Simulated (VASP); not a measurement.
# NaTbBr4: relaxation of cell and atoms with PBE

NaTbBr4:

```xyz
6
Lattice="7.4480 0.0000 0.0000 0.0000 7.4480 0.0000 0.0000 0.0000 3.7680" Properties=species:S:1:pos:R:3 pbc="T T T"
Na    3.7240    3.7240    1.8840
Tb    0.0000    0.0000    0.0000
Br    1.6667    5.7813    1.8840
Br    5.7813    1.6667    1.8840
Br    1.6667    1.6667    1.8840
Br    5.7813    5.7813    1.8840
```

The cell was generated, and may not be a known phase.

```
Program                : VASP 6.6.1
Task                   : relaxation of cell and atoms
Functional             : PBE
Potentials or basis    : VASP PAW PBE potentials, release 64 (Na_pv, Tb_3, Br), 4f in core
Cutoff                 : 500 eV
k mesh                 : 4 × 4 × 4
Occupations            : gaussian, width 0.1 eV
Spin                   : no spin polarisation
Dipole correction      : no
Further INCAR settings : ALGO = Normal; EDIFF = 1e-07; IBRION = 2; EDIFFG = -0.04; NSW = 90; ISIF = 3
```

```json
{
  "Pressure after relaxing": "-0.1 GPa",
  "Band gap on the k mesh": "1.20 eV (least direct gap 1.40 eV)"
}
```

Forces in eV/Å, atoms in the order of the input:
```
Na   0.000  0.000  0.000
Tb   0.000  0.000  0.000
Br  -0.002  0.002  0.000
Br   0.002 -0.002  0.000
Br  -0.002 -0.002  0.000
Br   0.002  0.002  0.000
```

Final structure:
```cif
data_structure
_symmetry_space_group_name_H-M 'P 1'
_symmetry_Int_Tables_number 1
_cell_length_a 7.4480
_cell_length_b 7.4480
_cell_length_c 3.7680
_cell_angle_alpha 90.000
_cell_angle_beta 90.000
_cell_angle_gamma 90.000
_cell_volume 209.02
loop_
_atom_site_label
_atom_site_type_symbol
_atom_site_fract_x
_atom_site_fract_y
_atom_site_fract_z
_atom_site_occupancy
Na1 Na 0.50000 0.50000 0.50000 1
Tb1 Tb 0.00000 0.00000 0.00000 1
Br1 Br 0.22378 0.77622 0.50000 1
Br2 Br 0.77622 0.22378 0.50000 1
Br3 Br 0.22378 0.22378 0.50000 1
Br4 Br 0.77622 0.77622 0.50000 1
```

Levels at points of the mesh, in eV from the valence-band top:
```tsv
k point	band 18	band 19	band 20	band 21	band 22	band 23	band 24	band 25	band 26
(0.00, 0.00, 0.00)	-1.31	-0.90	-0.90	-0.73	-0.20	1.20	2.88	3.44	4.03
(0.50, 0.00, 0.00)	-1.48	-1.26	-0.84	-0.78	-0.49	1.46	3.52	3.81	3.84
(0.50, 0.50, 0.00)	-1.52	-1.52	-1.21	-0.90	-0.83	1.55	3.10	3.75	4.29
(0.00, 0.00, 0.50)	-2.54	-1.00	-0.73	-0.73	0.00	2.53	3.71	4.45	4.45
(0.50, 0.00, 0.50)	-2.26	-1.38	-1.33	-0.65	-0.23	2.61	3.96	4.20	4.50
(0.50, 0.50, 0.50)	-2.03	-1.81	-1.21	-1.21	-0.60	2.69	3.56	4.66	4.67
```

Wall time 47 s on 1 thread of AMD EPYC 9R45 96-Core Processor (Zen 5), on a shared host, peak memory 0.3 GiB.

Caveat: spin-orbit coupling is left out, which moves the levels of the heavy elements; the 4f electrons are frozen in the core, so they carry no moment and show no levels. A k mesh can miss the band edges.
